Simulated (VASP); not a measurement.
# ZnS (I-4m2) in VASP: further runs

The runs below take ZnS through single point, with r2SCAN.

Everything below comes from runs of VASP 6.6.1. Logs are shortened: lines on timing, memory, paths and dates and some standing lists are left out, and cuts for length are marked.

## 1. The cell of the first run

It takes space group I-4m2 (No. 119, tetragonal). Conventional cell: a = 4.131 Å, b = 4.131 Å, c = 4.977 Å, α = 90.00°, β = 90.00°, γ = 90.00°. Within 3.2 Å of Zn (site symmetry -4m2) lie 4 S at 2.41 Å. S (site symmetry -4m2) has 4 Zn at 2.41 Å within 3.2 Å.

## 2. Single point, r2SCAN (strain +0.080 along x and y, -0.080 along z)

Input file POSCAR:

```
ZnS
1.0
    0.0000000000      2.9210220000      2.4882780000
    2.9210220000      0.0000000000      2.4882780000
    2.9210220000      2.9210220000      0.0000000000
Zn S
1 1
Direct
    0.0000000000      0.0000000000      0.0000000000
    0.7500000000      0.7500000000      0.7500000000
```

Input file INCAR.step1:

```
SYSTEM = ZnS
PREC = Accurate ; ENCUT = 520
ISMEAR = 0 ; SIGMA = 0.05
LREAL = .False. ; LASPH = .True.
NELM = 80 ; NBANDS = 16
GGA = PE ; ALGO = Normal
EDIFF = 1E-4 ; LWAVE = .True.
LCHARG = .False.
```

Input file INCAR.step2:

```
SYSTEM = ZnS
PREC = Accurate ; ENCUT = 520
EDIFF = 1E-7 ; ISMEAR = 0
SIGMA = 0.05 ; LREAL = .False.
LASPH = .True. ; NELM = 80
ALGO = Normal ; ISIF = 2
LWAVE = .False. ; LCHARG = .False.
METAGGA = R2SCAN ; LMIXTAU = .True.
NBANDS = 16 ; ISTART = 1
```

Input file KPOINTS:

```
regular mesh
0
Gamma
  8 8 8
  0 0 0
```

Potentials or basis: VASP PAW PBE potentials, release 64 (Zn, S).

Run with:

```console
$ cat potpaw_PBE.64/Zn/POTCAR potpaw_PBE.64/S/POTCAR > POTCAR
$ cp INCAR.step1 INCAR
$ mpirun -np 1 vasp_std > vasp.out
$ cp INCAR.step2 INCAR
$ mpirun -np 1 vasp_std > vasp.out
```

OUTCAR:

```text
SYSTEM = ZnS
   PREC = Accurate
   ENCUT = 520
   EDIFF = 1E-7
   ISMEAR = 0
   LREAL = .False.
   LASPH = .True.
   NELM = 80
   ISIF = 2
   METAGGA = R2SCAN
   ISTART = 1

 ion  position               nearest neighbor table
   1  0.000  0.000  0.000-   2 2.41   2 2.41   2 2.41   2 2.41
   2  0.750  0.750  0.750-   1 2.41   1 2.41   1 2.41   1 2.41

  LATTYP: Found a body centered tetragonal cell.
 ALAT       =     4.1309489284
 C/A-ratio  =     1.2047004420

  Lattice vectors:

 A1 = (   0.0000000000,  -2.9210220000,  -2.4882780000)
 A2 = (   0.0000000000,   2.9210220000,  -2.4882780000)
 A3 = (   2.9210220000,   0.0000000000,   2.4882780000)

Analysis of symmetry for initial positions (statically):
=====================================================================
 Subroutine PRICEL returns:
 Original cell was already a primitive cell.

 Routine SETGRP: Setting up the symmetry group for a
 body centered tetragonal supercell.

 Subroutine GETGRP returns: Found  8 space group operations
 (whereof  8 operations were pure point group operations)
 out of a pool of 16 trial point group operations.

The static configuration has the point symmetry D_2d.

Analysis of symmetry for dynamics (positions and initial velocities):
=====================================================================
 Subroutine PRICEL returns:
 Original cell was already a primitive cell.

 Routine SETGRP: Setting up the symmetry group for a
 body centered tetragonal supercell.

 Subroutine GETGRP returns: Found  8 space group operations
 (whereof  8 operations were pure point group operations)
 out of a pool of 16 trial point group operations.

The dynamic configuration has the point symmetry D_2d.

 Subroutine INISYM returns: Found  8 space group operations
 (whereof  8 operations are pure point group operations),
 and found     1 'primitive' translations

----------------------------------------------------------------------------------------

                                     Primitive cell

  volume of cell :      42.4618

  direct lattice vectors                    reciprocal lattice vectors
     0.000000000  2.921022000  2.488278000    -0.171172966  0.171172966  0.200942178
     2.921022000  0.000000000  2.488278000     0.171172966 -0.171172966  0.200942178
     2.921022000  2.921022000  0.000000000     0.171172966  0.171172966 -0.200942178

  length of vectors
     3.837173039  3.837173039  4.130948928     0.314607895  0.314607895  0.314607895

  position of ions in fractional coordinates (direct lattice)
     0.000000000  0.000000000  0.000000000
     0.750000000  0.750000000  0.750000000

  ion indices of the primitive-cell ions
   primitive index   ion index
                 1           1
                 2           2

----------------------------------------------------------------------------------------

 KPOINTS: regular mesh

Automatic generation of k-mesh.
 Grid dimensions read from file:
 generate k-points for:    8    8    8

 Generating k-lattice:

  Cartesian coordinates                     Fractional coordinates (reciprocal lattice)
    -0.021396621  0.021396621  0.025117772     0.125000000  0.000000000  0.000000000
     0.021396621 -0.021396621  0.025117772     0.000000000  0.125000000  0.000000000
     0.021396621  0.021396621 -0.025117772     0.000000000  0.000000000  0.125000000

  Length of vectors
     0.039325987  0.039325987  0.039325987

  Shift w.r.t. Gamma in fractional coordinates (k-lattice)
     0.000000000  0.000000000  0.000000000

 Subroutine IBZKPT returns following result:
 ===========================================

 Found     59 irreducible k-points:

 Following reciprocal coordinates:
            Coordinates               Weight
  0.000000  0.000000  0.000000      1.000000
  0.125000  0.000000  0.000000      8.000000
  0.250000  0.000000  0.000000      8.000000
  0.375000  0.000000  0.000000      8.000000
  0.500000  0.000000  0.000000      4.000000
  0.125000  0.125000  0.000000      2.000000
[... 16 lines left out ...]
  0.250000  0.000000  0.125000     16.000000
  0.375000  0.000000  0.125000     16.000000
 [... further k-points ...]
   k-points           NKPTS =     59   k-points in BZ     NKDIM =     59   number of bands    NBANDS=     16
   number of dos      NEDOS =    301   number of ions     NIONS =      2
   total plane-waves  NPLWV =  28800
   dimension x,y,z NGX =    30 NGY =   30 NGZ =   32
   dimension x,y,z NGXF=    60 NGYF=   60 NGZF=   64
   ions per type =               1   1
   NGX,Y,Z   is equivalent  to a cutoff of  13.00, 13.00, 12.88 a.u.
   NGXF,Y,Z  is equivalent  to a cutoff of  26.00, 26.00, 25.76 a.u.
 SYSTEM =  ZnS
   PREC   = accura    normal or accurate (medium, high low for compatibility)
   ISTART =      1    job   : 0-new  1-cont  2-samecut
   ICHARG =      0    charge: 1-file 2-atom 10-const
   ISPIN  =      1    spin polarized calculation?
   LNONCOLLINEAR =      F non collinear calculations
   LSORBIT =      F    spin-orbit coupling
   LASPH  =      T    aspherical Exc in radial PAW
   ENCUT  =  520.0 eV  38.22 Ry    6.18 a.u.   7.13  7.13  7.68*2*pi/ulx,y,z
   NELM   =     80;   NELMIN=  2; NELMDL=  0     # of ELM steps
   EDIFF  = 0.1E-06   stopping-criterion for ELM
   LREAL  =      F    real-space projection
   EDIFFG = 0.1E-05   stopping-criterion for IOM
   NSW    =      0    number of steps for IOM
   IBRION =     -1    ionic relax: 0-MD 1-quasi-New 2-CG
   NFREE  =      0    steps in history (QN), initial steepest desc. (CG)
   ISIF   =      2    stress and relaxation
   ISYM   =      2    0-nonsym 1-usesym 2-fastsym
   POTIM  = 0.5000    time-step for ionic-motion
   TEBEG  =    0.0;   TEEND  =   0.0 temperature during run
   PSTRESS=    0.0 pullay stress
   NELECT =      18.0000    total number of electrons
   NUPDOWN=      -1.0000    fix difference up-down
   EMIN   =  10.00;   EMAX   =-10.00  energy-range for DOS
   EFERMI =   0.00;   METHOD = LEGACY
   ISMEAR =     0;   SIGMA  =   0.05  broadening in eV -4-tet -1-fermi 0-gaus
   EFERMI_NEDOS =   21; number of points for ismear=-14 and -15
   IALGO  =     38    algorithm
   IMIX   =      4    mixing-type and parameters
     AMIX     =   0.40;   BMIX     =  1.00
     AMIX_MAG =   1.60;   BMIX_MAG =  1.00
  volume/ion in A,a.u.               =      21.23       143.27
  Fermi-wavevector in a.u.,A,eV,Ry     =   1.229795  2.323976 20.577402  1.512396
  Thomas-Fermi vector in A             =   2.364669
   LORBIT       =      0    0 simple, 1 ext, 2 COOP (PROOUT), +10 PAW based schemes
   METAGGA = R2SCAN    functional components
   LHFCALC =     F    Hartree Fock is set to
   AEXX    =    0.0000 exact exchange contribution
   IVDW    =     0    specifies the selected vdW correction
   LEPSILON=     F    determine dielectric tensor
   LRPA    =     F    only Hartree local field effects (RPA)
 non-spin polarized calculation
 Gauss-broadening in eV      SIGMA  =   0.05
  energy-cutoff  :      520.00
  volume of cell :       42.46
 maximum number of plane-waves:      1162
 NGX is ok and might be reduce to    30
   NGX = 15   NGY = 15   NGZ = 15

 number of electron      18.0000008 magnetization

 Free energy of the ion-electron system (eV)
  ---------------------------------------------------
  ext. energy  EPLUGINS =         0.00000000
  ---------------------------------------------------
  free energy    TOTEN  =       -18.72016141 eV

  energy without entropy =      -18.72016141  energy(sigma->0) =      -18.72016141

 E-fermi :   1.6984     XC(G=0):  -9.9330

 val. band max:        1.4136931320   @ k =   0.0000   0.0000   0.0000
 cond. band min:       3.4200639792   @ k =   0.0000   0.0000   0.0000
 fundamental gap:      2.0063708472
 Fermi energy:         1.6983592082

 k-point     1 :       0.0000    0.0000    0.0000
  band No.  band energies     occupation
      1     -11.9527      2.00000
      2      -5.0663      2.00000
      3      -5.0662      2.00000
      4      -5.0017      2.00000
      5      -4.6385      2.00000
      6      -4.6200      2.00000
[... 8 lines left out ...]
     15      13.0390      0.00000
     16      14.0752      0.00000

 k-point     2 :       0.1250    0.0000    0.0000
  band No.  band energies     occupation
      1     -11.8463      2.00000
      2      -5.0580      2.00000
      3      -5.0524      2.00000
      4      -4.9845      2.00000
      5      -4.6351      2.00000
      6      -4.6232      2.00000
[... 8 lines left out ...]
     15      12.8191      0.00000
     16      14.3776      0.00000

 k-point     3 :       0.2500    0.0000    0.0000
  band No.  band energies     occupation
      1     -11.5706      2.00000
      2      -5.0242      2.00000
      3      -5.0142      2.00000
      4      -4.9291      2.00000
      5      -4.6269      2.00000
      6      -4.6189      2.00000
[... 8 lines left out ...]
     15      12.4014      0.00000
     16      14.7856      0.00000

 k-point     4 :       0.3750    0.0000    0.0000
  band No.  band energies     occupation
      1     -11.2623      2.00000
      2      -5.0054      2.00000
      3      -4.9339      2.00000
      4      -4.7823      2.00000
      5      -4.6122      2.00000
      6      -4.5889      2.00000
[... 8 lines left out ...]
     15      14.0940      0.00000
     16      14.4205      0.00000

 k-point     5 :       0.5000    0.0000    0.0000
  band No.  band energies     occupation
      1     -11.1227      2.00000
      2      -5.0006      2.00000
      3      -4.9091      2.00000
      4      -4.6614      2.00000
      5      -4.5721      2.00000
      6      -4.4697      2.00000
[... 8 lines left out ...]
     15      14.1730      0.00000
     16      15.7840      0.00000

 k-point     6 :       0.1250    0.1250    0.0000
  band No.  band energies     occupation
      1     -11.7853      2.00000
      2      -5.0392      2.00000
      3      -5.0390      2.00000
      4      -5.0187      2.00000
      5      -4.6252      2.00000
      6      -4.6236      2.00000
[... 8 lines left out ...]
     15      13.1199      0.00000
     16      15.3171      0.00000

 k-point     7 :       0.2500    0.1250    0.0000
  band No.  band energies     occupation
      1     -11.5473      2.00000
      2      -5.0302      2.00000
      3      -5.0060      2.00000
      4      -4.9715      2.00000
      5      -4.6250      2.00000
      6      -4.6050      2.00000
[... 8 lines left out ...]
     15      12.9730      0.00000
     16      15.1052      0.00000

 k-point     8 :       0.3750    0.1250    0.0000
  band No.  band energies     occupation
      1     -11.2461      2.00000
      2      -4.9797      2.00000
      3      -4.9669      2.00000
      4      -4.8675      2.00000
      5      -4.5889      2.00000
      6      -4.5797      2.00000
[... 8 lines left out ...]
     15      14.5069      0.00000
     16      15.0126      0.00000

 k-point     9 :       0.5000    0.1250    0.0000
  band No.  band energies     occupation
      1     -11.0673      2.00000
      2      -4.9710      2.00000
      3      -4.9142      2.00000
      4      -4.7249      2.00000
      5      -4.5710      2.00000
      6      -4.4452      2.00000
[... 8 lines left out ...]
     15      15.4667      0.00000
     16      15.6298      0.00000
[... 172 lines left out ...]
 k-point    19 :       0.5000    0.3750    0.0000
  band No.  band energies     occupation
      1     -10.7817      2.00000
      2      -4.9842      2.00000
      3      -4.8188      2.00000
      4      -4.8029      2.00000
      5      -4.5496      2.00000
      6      -4.3409      2.00000
[... 8 lines left out ...]
     15      15.2376      0.00000
     16      16.3792      0.00000

 k-point    20 :      -0.3750    0.3750    0.0000
  band No.  band energies     occupation
      1     -10.8018      2.00000
      2      -4.9341      2.00000
      3      -4.8427      2.00000
      4      -4.7648      2.00000
      5      -4.5724      2.00000
      6      -4.3003      2.00000
[... 8 lines left out ...]
     15      13.8729      0.00000
     16      17.8016      0.00000

 k-point    21 :       0.5000    0.5000    0.0000
  band No.  band energies     occupation
      1     -10.7184      2.00000
      2      -5.0106      2.00000
      3      -4.7876      2.00000
      4      -4.7875      2.00000
      5      -4.5379      2.00000
      6      -4.3023      2.00000
[... 8 lines left out ...]
     15      15.2349      0.00000
     16      15.9163      0.00000

 k-point    22 :       0.1250    0.0000    0.1250
  band No.  band energies     occupation
      1     -11.8237      2.00000
      2      -5.0718      2.00000
      3      -5.0402      2.00000
      4      -4.9615      2.00000
      5      -4.6469      2.00000
      6      -4.6177      2.00000
[... 8 lines left out ...]
     15      13.1420      0.00000
     16      14.5652      0.00000

 k-point    23 :       0.2500    0.0000    0.1250
  band No.  band energies     occupation
      1     -11.6136      2.00000
      2      -5.0521      2.00000
      3      -5.0064      2.00000
      4      -4.9126      2.00000
      5      -4.6524      2.00000
      6      -4.6105      2.00000
[... 8 lines left out ...]
     15      13.1297      0.00000
     16      15.5685      0.00000

 k-point    24 :       0.3750    0.0000    0.1250
  band No.  band energies     occupation
      1     -11.3131      2.00000
      2      -5.0068      2.00000
      3      -4.9323      2.00000
      4      -4.8291      2.00000
      5      -4.6440      2.00000
      6      -4.5894      2.00000
[... 8 lines left out ...]
     15      13.6467      0.00000
     16      15.4282      0.00000

 [... further k-points ...]
[... 5 lines left out ...]
  --------------------------------------------------------------------------------------
  -------------------------------------------------------------------------------------
  Total       -2.0461478     -2.0461478     -0.5745508      0.0000000      0.0000000      0.0000000
  in kB      -77.2056424    -77.2056424    -21.6790599      0.0000000      0.0000000      0.0000000
  external PRESSURE =     -58.6967815 kB  Pullay stress =       0.0000000 kB

 VOLUME and BASIS-vectors are now :
 -----------------------------------------------------------------------------
  energy-cutoff  :      520.00
  volume of cell :       42.46
      direct lattice vectors                 reciprocal lattice vectors
     0.000000000  2.921022000  2.488278000    -0.171172966  0.171172966  0.200942178
     2.921022000  0.000000000  2.488278000     0.171172966 -0.171172966  0.200942178
     2.921022000  2.921022000  0.000000000     0.171172966  0.171172966 -0.200942178

 POSITION                                       TOTAL-FORCE (eV/Angst)
 -----------------------------------------------------------------------------------
      0.00000      0.00000      0.00000        -0.000000     -0.000000      0.000000
      4.38153      4.38153      3.73242         0.000000      0.000000      0.000000
 -----------------------------------------------------------------------------------
    total drift:                                0.000562      0.000562      0.001365

  FREE ENERGIE OF THE ION-ELECTRON SYSTEM (eV)
  ---------------------------------------------------
  free  energy   TOTEN  =       -18.7201614129 eV

  energy  without entropy=      -18.7201614129  energy(sigma->0) =      -18.72016141
```

It took 5.6 min on 1 thread of Intel Xeon 8259CL, shared host; peak memory 0.19 GiB.

What came out:

- Free energy: -18.7202 eV
- Pressure: -5.9 GPa
- Band gap on the k mesh: 2.01 eV

Levels at points of the mesh, in eV from the valence-band top:
```csv
k point,band 5,band 6,band 7,band 8,band 9,band 10,band 11,band 12,band 13,band 14
"(0.00, 0.00, 0.00)",-6.05,-6.03,-0.40,-0.40,0.00,2.01,6.83,6.89,6.89,10.74
"(0.50, 0.00, 0.00)",-5.99,-5.88,-5.05,-1.38,-0.67,3.15,6.60,8.18,9.03,11.94
"(0.50, 0.50, 0.00)",-5.95,-5.72,-3.89,-2.72,-2.72,3.19,3.31,11.82,11.82,12.01
"(0.50, 0.00, 0.50)",-6.02,-5.93,-4.80,-2.04,-1.76,3.95,4.82,10.20,10.98,11.74
```

Caveat: the cell differs from its parent crystal (strain +0.080 along x and y, -0.080 along z); the cell stands under tension; the PAW data sets were made with another functional, which shifts forces and pressure a little.

(Part 1 of 2 ends here.)
